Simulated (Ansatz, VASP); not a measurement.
## InSb3 in VASP and in Ansatz

File INCAR:

```
PREC     = Accurate       # precision mode
ENCUT    = 520            # plane-wave cutoff, eV
EDIFF    = 1E-6           # SCF threshold, eV
ISMEAR   = 0              # smearing method
SIGMA    = 0.1            # smearing width, eV
LREAL    = F              # projectors in reciprocal space
LASPH    = T              # aspherical terms in the spheres
NELM     = 60             # most SCF steps
ALGO     = Normal         # electronic algorithm
ISIF     = 2              # what is computed and relaxed
LWAVE    = F              # write WAVECAR
LCHARG   = T              # write CHGCAR
GGA      = PE             # functional
LELF     = T              # ELF
LVHAR    = T            
NBANDS   = 22             # bands
```

Contents of KPOINTS:

```
regular mesh
0
Gamma
  6 6 6
```

POSCAR

```
InSb3
1.0
   -2.3063435497      2.3063435497      5.1518323448
    2.3063435497     -2.3063435497      5.1518323448
    2.3063435497      2.3063435497     -5.1518323448
In Sb
1 3
Direct
    0.0000000000      0.0000000000      0.0000000000
    0.5000000000      0.5000000000      0.0000000000
    0.2500000000      0.7500000000      0.5000000000
    0.7500000000      0.2500000000      0.5000000000
```

Input for Ansatz:

```yaml
crystal:
  lattice:
    - [-2.3063435497, 2.3063435497, 5.1518323448]
    - [2.3063435497, -2.3063435497, 5.1518323448]
    - [2.3063435497, 2.3063435497, -5.1518323448]
  atoms:
    - { symbol: In, position: [0.0, 0.0, 0.0] }
    - { symbol: Sb, position: [0.5, 0.5, 0.0] }
    - { symbol: Sb, position: [0.25, 0.75, 0.5] }
    - { symbol: Sb, position: [0.75, 0.25, 0.5] }
basis:
  ecutwfc: 420
kpoints:
  mp_grid: { grid: [6, 6, 6] }
hamiltonian:
  xc: pbe
scf:
  occupations: { method: gaussian, width: 0.1 }
  lower_state_search: "off"
output:
  forces: true
  stress: true
  eigenvalues: true
```

Alike in both runs: task single point; functional PBE; k mesh 6 × 6 × 6; occupations gaussian, width 0.1 eV; no spin polarisation.

```csv
,VASP,Ansatz
version,VASP 6.6.1,Ansatz 0.2.0
potentials or method,"VASP PAW PBE potentials, release 64 (In_d, Sb), cutoff 520 eV","scalar-relativistic, plane waves, PAW"
valence electrons in the cell,28,58
```

```tsv
	VASP	Ansatz	Ansatz less VASP
gap on the k mesh at the Fermi level (eV)	none	none	-
pressure (GPa)	0.9	1.0	+0.09
traceless stress, the component that is largest in VASP (GPa)	-0.98	-0.97	+0.005
```

A gap of «none» marks a metal or a gap that the smearing closes. The functional is the same, so the differences come from potentials, cutoffs and numerics. VASP's potentials hold 28 valence electrons a cell and Ansatz's 58, so a difference there can come from the potentials and not from the codes.

Spin-orbit coupling is off throughout.
